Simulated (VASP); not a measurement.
Runs of VASP 6.6.1 on C. The structure is that of space group Fd-3m (No. 227), or close to it. The cells are those of the table. 

```csv
task,cell,k mesh,cutoff (eV),smearing,gap on the mesh (eV),pressure (GPa),relaxed volume (Å³/atom)
single point,"a = 3.150 Å, angles 60.0°, 2 atoms",8 × 8 × 8,520,gaussian 0.1 eV,1.46,-76.7,-
single point,"a = 2.517 Å, angles 60.0°, 2 atoms",12 × 12 × 12,520,gaussian 0.02 eV,4.36,1.2,-
relaxation of cell and atoms,"relaxed from a = 3.150 Å, angles 60.0°, 2 atoms",8 × 8 × 8,600,gaussian 0.1 eV,4.34,0.0,5.65
single point,"a = 2.517 Å, angles 60.0°, 2 atoms",8 × 8 × 8,520,gaussian 0.1 eV,4.34,1.2,-
relaxation of cell and atoms,"relaxed from a = 2.517 Å, angles 60.0°, 2 atoms",12 × 12 × 12,600,gaussian 0.02 eV,(a),0.0,5.65
```

Alike in all rows: level r2SCAN; potentials or basis VASP PAW PBE potentials, release 64 (C); no spin polarisation.

Question: Estimate the missing entries.

Answer: (a) 4.35.

Caveats: the PAW data sets were made with another functional, which shifts forces and pressure a little; the volume moved by over 15 % at a fixed basis, so the end points are rough (some runs).

A k mesh can miss the band edges.
